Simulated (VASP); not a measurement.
# LiBe16 (a cell with a defect) in VASP: a series of runs

The runs below take LiBe16 (a cell with a defect) through single point, with PBE.

Everything below comes from runs of VASP 6.6.1. Logs are shortened: lines on timing, memory, paths and dates and some standing lists are left out, and cuts for length are marked.

**1. The cell of the first run**

The cell holds a defect, 17 atoms: a = 4.580 Å, b = 3.966 Å, c = 7.177 Å, α = 90.00°, β = 90.00°, γ = 90.00°.

**2. Single point, PBE**

INCAR

```
SYSTEM = LiBe16
ALGO = Normal ; EDIFF = 1E-6
ENCUT = 520 ; GGA = PE
ISIF = 2 ; ISMEAR = 0
LASPH = .True. ; LCHARG = .False.
LREAL = Auto ; LWAVE = .False.
NBANDS = 32 ; NELM = 80
PREC = Accurate ; SIGMA = 0.1
```

KPOINTS

```
k-points
0
Gamma
  4 4 3
  0 0 0
```

POSCAR

```
LiBe16
1.0
   -2.2900000000     -3.9663960000      0.0000000000
    3.4350000000     -1.9831980000      0.0000000000
    0.0000000000      0.0000000000      7.1768600000
Be Li
16 1
Direct
    0.7577936327      0.5434164247      0.0069176492
    0.4916256658      0.3446433114      0.2522619920
    0.7269425913      0.3370595441      0.5077698325
    0.4914870467      0.3441410006      0.7626109468
    0.5124273419      0.0280240504      0.0068364159
    0.2621779418      0.8497343484      0.2518874550
    0.5318830274     -0.0566875887      0.5063653185
    0.2619068648      0.8501448968      0.7621248011
    0.2602417473      0.5352971183      0.0071925605
    0.0051296501      0.4055443664      0.2527403349
    0.3248262988      0.5418789590      0.5071938146
    0.0049992196      0.4059665830      0.7610383928
    0.0163976204      0.0496720671      0.0069983252
    0.7673654658      0.9064453906      0.2531150113
   -0.0604004149     -0.2763365211      0.5066891370
    0.7667645767      0.9065766756      0.7602267565
    0.1262332458      0.1324300241      0.5071309737
```

Potentials or basis: VASP PAW PBE potentials, release 64 (Be, Li_sv).

Started as:

```
> cat potpaw_PBE.64/Be/POTCAR potpaw_PBE.64/Li_sv/POTCAR > POTCAR
> mpirun -np 1 vasp_std > vasp.out
```

OUTCAR:

```text
SYSTEM = LiBe16
   EDIFF = 1E-6
   ENCUT = 520
   GGA = PE
   ISIF = 2
   ISMEAR = 0
   LASPH = .True.
   LREAL = Auto
   NELM = 80
   PREC = Accurate

 ion  position               nearest neighbor table
   1  0.758  0.543  0.007-  12 2.17  10 2.17   5 2.23   4 2.28   9 2.28  14 2.28   2 2.28  16 2.28
                            13 2.29   9 2.30  13 2.33   5 2.33
   2  0.492  0.345  0.252-   3 2.13  11 2.13  14 2.15   5 2.17   9 2.19   6 2.23  10 2.24   6 2.26
                             1 2.28  10 2.36
   3  0.727  0.337  0.508-   7 1.80  15 1.82  17 2.00  11 2.01   4 2.12   2 2.13  12 2.24  10 2.25

   4  0.491  0.344  0.763-   3 2.12  11 2.13  16 2.15   5 2.16   9 2.19   8 2.22  12 2.24   8 2.27
                             1 2.28  12 2.36
   5  0.512  0.028  0.007-   4 2.16   2 2.17  14 2.17  16 2.17   8 2.21   6 2.22   1 2.23   9 2.27
                            13 2.27  13 2.31   9 2.32   1 2.33
   6  0.262  0.850  0.252-  10 2.12   9 2.15   5 2.22  11 2.22   2 2.23  13 2.23   7 2.24  17 2.24
                             2 2.26  14 2.28  14 2.32
   7  0.532  0.943  0.506-   3 1.80  11 1.85  17 2.00  15 2.06  14 2.12  16 2.12   6 2.24   8 2.24

   8  0.262  0.850  0.762-  12 2.12   9 2.16   5 2.21  11 2.22   4 2.22  13 2.23  17 2.23   7 2.24
                             4 2.27  16 2.28  16 2.32
   9  0.260  0.535  0.007-   6 2.15   8 2.16  10 2.18  12 2.18   4 2.19   2 2.19  13 2.23   5 2.27
                             1 2.28   1 2.30   5 2.32  13 2.33
  10  0.005  0.406  0.253-   6 2.12   1 2.17   9 2.18  17 2.19  15 2.24   2 2.24   3 2.25  14 2.26
                            13 2.26  14 2.27   2 2.36
  11  0.325  0.542  0.507-   7 1.85  17 1.86  15 1.91   3 2.01   2 2.13   4 2.13   8 2.22   6 2.22

  12  0.005  0.406  0.761-   8 2.12   1 2.17   9 2.18  17 2.19   3 2.24  15 2.24   4 2.24  16 2.26
                            13 2.26  16 2.27   4 2.36
  13  0.016  0.050  0.007-  14 2.18  16 2.18   9 2.23   8 2.23   6 2.23  10 2.26  12 2.26   5 2.27
                             1 2.29   5 2.31   9 2.33   1 2.33
  14  0.767  0.906  0.253-  15 2.11   7 2.12   2 2.15   5 2.17  13 2.18  10 2.26  10 2.27   6 2.28
                             1 2.28   6 2.32
  15  0.940  0.724  0.507-   3 1.82  17 1.83  11 1.91   7 2.06  14 2.11  16 2.11  10 2.24  12 2.24
                            17 2.50
  16  0.767  0.907  0.760-  15 2.11   7 2.12   4 2.15   5 2.17  13 2.18  12 2.26  12 2.27   8 2.28
                             1 2.28   8 2.32
  17  0.126  0.132  0.507-  15 1.83  11 1.86   3 2.00   7 2.00  12 2.19  10 2.19   8 2.23   6 2.24
                            15 2.50

  LATTYP: Found a simple orthorhombic cell.
 ALAT       =     3.9663962620
 B/A-ratio  =     1.1547004875
 C/A-ratio  =     1.8094157835

  Lattice vectors:

 A1 = (  -3.4350000000,   1.9831980000,   0.0000000000)
 A2 = (  -2.2900000000,  -3.9663960000,   0.0000000000)
 A3 = (   0.0000000000,   0.0000000000,   7.1768600000)

Analysis of symmetry for initial positions (statically):
=====================================================================
 Subroutine PRICEL returns:
 Original cell was already a primitive cell.

 Routine SETGRP: Setting up the symmetry group for a
 simple orthorhombic supercell.

 Subroutine GETGRP returns: Found  1 space group operations
 (whereof  1 operations were pure point group operations)
 out of a pool of  8 trial point group operations.

The static configuration has the point symmetry C_1 .

Analysis of symmetry for dynamics (positions and initial velocities):
=====================================================================
 Subroutine PRICEL returns:
 Original cell was already a primitive cell.

 Routine SETGRP: Setting up the symmetry group for a
 simple orthorhombic supercell.

 Subroutine GETGRP returns: Found  1 space group operations
 (whereof  1 operations were pure point group operations)
 out of a pool of  8 trial point group operations.

The dynamic configuration has the point symmetry C_1 .

 Subroutine INISYM returns: Found  1 space group operations
 (whereof  1 operations are pure point group operations),
 and found     1 'primitive' translations

----------------------------------------------------------------------------------------

                                     Primitive cell

  volume of cell :     130.3755

  direct lattice vectors                    reciprocal lattice vectors
    -2.290000000 -3.966396000  0.000000000    -0.109170306 -0.189088533  0.000000000
     3.435000000 -1.983198000  0.000000000     0.218340611 -0.126059022  0.000000000
     0.000000000  0.000000000  7.176860000     0.000000000  0.000000000  0.139336702

  length of vectors
     4.579999697  3.966396262  7.176860000     0.218340626  0.252118027  0.139336702

  position of ions in fractional coordinates (direct lattice)
     0.757793633  0.543416425  0.006917649
     0.491625666  0.344643311  0.252261992
     0.726942591  0.337059544  0.507769833
     0.491487047  0.344141001  0.762610947
     0.512427342  0.028024050  0.006836416
     0.262177942  0.849734348  0.251887455
[... 9 lines left out ...]
     0.766764577  0.906576676  0.760226757
     0.126233246  0.132430024  0.507130974

  ion indices of the primitive-cell ions
   primitive index   ion index
                 1           1
                 2           2
                 3           3
                 4           4
                 5           5
                 6           6
[... 9 lines left out ...]
                16          16
                17          17

----------------------------------------------------------------------------------------

 KPOINTS: k-points

Automatic generation of k-mesh.
 Grid dimensions read from file:
 generate k-points for:    4    4    3

 Generating k-lattice:

  Cartesian coordinates                     Fractional coordinates (reciprocal lattice)
    -0.027292576 -0.047272133  0.000000000     0.250000000  0.000000000  0.000000000
     0.054585153 -0.031514755  0.000000000     0.000000000  0.250000000  0.000000000
     0.000000000  0.000000000  0.046445567     0.000000000  0.000000000  0.333333333

  Length of vectors
     0.054585156  0.063029507  0.046445567

  Shift w.r.t. Gamma in fractional coordinates (k-lattice)
     0.000000000  0.000000000  0.000000000

 Subroutine IBZKPT returns following result:
 ===========================================

 Found     26 irreducible k-points:

 Following reciprocal coordinates:
            Coordinates               Weight
  0.000000  0.000000  0.000000      1.000000
  0.250000  0.000000  0.000000      2.000000
  0.500000  0.000000  0.000000      1.000000
  0.000000  0.250000  0.000000      2.000000
  0.250000  0.250000  0.000000      2.000000
 -0.250000  0.250000  0.000000      2.000000
[... 16 lines left out ...]
  0.000000  0.500000  0.333333      2.000000
  0.250000  0.500000  0.333333      2.000000
 [... further k-points ...]
   k-points           NKPTS =     26   k-points in BZ     NKDIM =     26   number of bands    NBANDS=     32
   number of dos      NEDOS =    301   number of ions     NIONS =     17
   total plane-waves  NPLWV =  58320
   dimension x,y,z NGX =    36 NGY =   30 NGZ =   54
   dimension x,y,z NGXF=    72 NGYF=   60 NGZF=  108
   ions per type =              16   1
   NGX,Y,Z   is equivalent  to a cutoff of  13.07, 12.57, 12.51 a.u.
   NGXF,Y,Z  is equivalent  to a cutoff of  26.13, 25.15, 25.02 a.u.
 SYSTEM =  LiBe16
   PREC   = accura    normal or accurate (medium, high low for compatibility)
   ISTART =      0    job   : 0-new  1-cont  2-samecut
   ICHARG =      2    charge: 1-file 2-atom 10-const
   ISPIN  =      1    spin polarized calculation?
   LNONCOLLINEAR =      F non collinear calculations
   LSORBIT =      F    spin-orbit coupling
   LASPH  =      T    aspherical Exc in radial PAW
   ENCUT  =  520.0 eV  38.22 Ry    6.18 a.u.   8.52  7.37 13.34*2*pi/ulx,y,z
   NELM   =     80;   NELMIN=  2; NELMDL= -5     # of ELM steps
   EDIFF  = 0.1E-05   stopping-criterion for ELM
   LREAL  =      T    real-space projection
   EDIFFG = 0.1E-04   stopping-criterion for IOM
   NSW    =      0    number of steps for IOM
   IBRION =     -1    ionic relax: 0-MD 1-quasi-New 2-CG
   NFREE  =      0    steps in history (QN), initial steepest desc. (CG)
   ISIF   =      2    stress and relaxation
   ISYM   =      2    0-nonsym 1-usesym 2-fastsym
   POTIM  = 0.5000    time-step for ionic-motion
   TEBEG  =    0.0;   TEEND  =   0.0 temperature during run
   PSTRESS=    0.0 pullay stress
   NELECT =      35.0000    total number of electrons
   NUPDOWN=      -1.0000    fix difference up-down
   EMIN   =  10.00;   EMAX   =-10.00  energy-range for DOS
   EFERMI =   0.00;   METHOD = LEGACY
   ISMEAR =     0;   SIGMA  =   0.10  broadening in eV -4-tet -1-fermi 0-gaus
   EFERMI_NEDOS =   21; number of points for ismear=-14 and -15
   IALGO  =     38    algorithm
   IMIX   =      4    mixing-type and parameters
     AMIX     =   0.40;   BMIX     =  1.00
     AMIX_MAG =   1.60;   BMIX_MAG =  1.00
  volume/ion in A,a.u.               =       7.67        51.75
  Fermi-wavevector in a.u.,A,eV,Ry     =   1.056085  1.995711 15.174786  1.115315
  Thomas-Fermi vector in A             =   2.191307
   LORBIT       =      0    0 simple, 1 ext, 2 COOP (PROOUT), +10 PAW based schemes
   GGA     = PE    functional components
   LHFCALC =     F    Hartree Fock is set to
   AEXX    =    0.0000 exact exchange contribution
   IVDW    =     0    specifies the selected vdW correction
   LEPSILON=     F    determine dielectric tensor
   LRPA    =     F    only Hartree local field effects (RPA)
 non-spin polarized calculation
 Gauss-broadening in eV      SIGMA  =   0.10
  energy-cutoff  :      520.00
  volume of cell :      130.38
 maximum number of plane-waves:      3529
 NGX is ok and might be reduce to    36
   NGX = 17   NGY = 15   NGZ = 27

 number of electron      34.9999998 magnetization

 Free energy of the ion-electron system (eV)
  ---------------------------------------------------
  ext. energy  EPLUGINS =         0.00000000
  ---------------------------------------------------
  free energy    TOTEN  =       -57.51269352 eV

  energy without entropy =      -57.49412785  energy(sigma->0) =      -57.50341068

 E-fermi :   7.2736     XC(G=0): -10.6558

 val. band max:        7.2668775551   @ k =   0.0000   0.5000   0.3333
 cond. band min:       7.2923020867   @ k =  -0.2500   0.2500   0.0000
 fundamental gap:      0.0254245317
 Fermi energy:         7.2736113264

 k-point     1 :       0.0000    0.0000    0.0000
  band No.  band energies     occupation
      1     -38.8851      2.00000
      2      -4.0518      2.00000
      3      -2.1111      2.00000
      4      -1.8826      2.00000
      5       0.9800      2.00000
      6       1.1283      2.00000
[... 21 lines left out ...]
     28      11.0579      0.00000
     29      11.0722      0.00000

 k-point     2 :       0.2500    0.0000    0.0000
  band No.  band energies     occupation
      1     -38.8850      2.00000
      2      -3.7397      2.00000
      3      -1.7717      2.00000
      4      -1.6630      2.00000
      5      -1.0368      2.00000
      6       0.8849      2.00000
[... 21 lines left out ...]
     28      12.3872      0.00000
     29      12.4661      0.00000

 k-point     3 :       0.5000    0.0000    0.0000
  band No.  band energies     occupation
      1     -38.8850      2.00000
      2      -2.9573      2.00000
      3      -2.6096      2.00000
      4      -0.8218      2.00000
      5      -0.8068      2.00000
      6      -0.7138      2.00000
[... 638 lines left out ...]
      5      -1.1995      2.00000
      6       1.2464      2.00000
[... 21 lines left out ...]
     28      12.7718      0.00000
     29      13.3241      0.00000

 k-point    24 :       0.2500    0.5000    0.3333
  band No.  band energies     occupation
      1     -38.8849      2.00000
      2      -1.9874      2.00000
      3      -1.6711      2.00000
      4      -1.2268      2.00000
      5      -0.9435      2.00000
      6       0.5235      2.00000
[... 21 lines left out ...]
     28      13.3211      0.00000
     29      13.4228      0.00000

 [... further k-points ...]

 [bands above 29 left out]

------------------------ aborting loop because EDIFF is reached ----------------------------------------

  FORCE on cell =-STRESS in cart. coord.  units (eV):
  Direction    XX          YY          ZZ          XY          YZ          ZX
  --------------------------------------------------------------------------------------
  -------------------------------------------------------------------------------------
  Total       10.5227762     15.3651204      2.5029453     -5.3028702      0.0474751      0.0211807
  in kB      129.3138055    188.8211017     30.7585535    -65.1666745      0.5834191      0.2602888
  external PRESSURE =     116.2978203 kB  Pullay stress =       0.0000000 kB

 VOLUME and BASIS-vectors are now :
 -----------------------------------------------------------------------------
  energy-cutoff  :      520.00
  volume of cell :      130.38
      direct lattice vectors                 reciprocal lattice vectors
    -2.290000000 -3.966396000  0.000000000    -0.109170306 -0.189088533  0.000000000
     3.435000000 -1.983198000  0.000000000     0.218340611 -0.126059022  0.000000000
     0.000000000  0.000000000  7.176860000     0.000000000  0.000000000  0.139336702

 POSITION                                       TOTAL-FORCE (eV/Angst)
 -----------------------------------------------------------------------------------
      0.13129     -4.08341      0.04965        -0.002009      0.003422      0.006541
      0.05803     -2.63348      1.81045        -0.004438     -0.002969     -0.006835
     -0.50690     -3.55180      3.64419         0.016094      0.002577     -0.007068
      0.05662     -2.63193      5.47315         0.025821      0.002539     -0.011472
     -1.07720     -2.08807      0.04906        -0.001535      0.003405      0.015983
      2.31845     -2.72509      1.80776         0.014103     -0.007153      0.001085
[... 9 lines left out ...]
      1.35820     -4.83921      5.45604        -0.012524      0.002905      0.000496
      0.16582     -0.76333      3.63961        -0.002739     -0.011115     -0.012636
 -----------------------------------------------------------------------------------
    total drift:                               -0.000479     -0.001592     -0.002457

  FREE ENERGIE OF THE ION-ELECTRON SYSTEM (eV)
  ---------------------------------------------------
  free  energy   TOTEN  =       -57.5126935175 eV

  energy  without entropy=      -57.4941278497  energy(sigma->0) =      -57.50341068
```

Wall time 2.7 min (1 thread of AMD EPYC 9R45 (Zen 5), shared host); peak memory 0.22 GiB.

What came out:

```
Free energy            : -57.5127 eV
Largest force          : 0.028 eV/Å
Band gap on the k mesh : zero (an odd number of electrons rules out a gap without spin polarisation)
```

Forces in eV/Å, atoms in the order of the input:
```
Be  -0.002  0.003  0.007
Be  -0.004 -0.003 -0.007
Be   0.016  0.003 -0.007
Be   0.026  0.003 -0.011
Be  -0.002  0.003  0.016
Be   0.014 -0.007  0.001
Be  -0.018  0.001  0.003
Be  -0.004 -0.007  0.005
Be   0.002 -0.008 -0.011
Be  -0.004  0.003  0.008
Be   0.023 -0.012  0.009
Be  -0.008  0.001  0.009
Be  -0.005 -0.004 -0.007
Be  -0.002  0.011 -0.003
Be  -0.017  0.022  0.000
Be  -0.013  0.003  0.000
Li  -0.003 -0.011 -0.013
```

Caveat: the k points lie up to 0.40 Å⁻¹ apart, too coarse for converged energies and pressures of a metal; the cutoff is under 1.25 times the usual one of these potentials, so pressure, stress and relaxed cells hold a basis-set (Pulay) error.

(Continued in part 2 of 2.)

The gap in the log of VASP goes by the Fermi energy; the results here count the filled bands.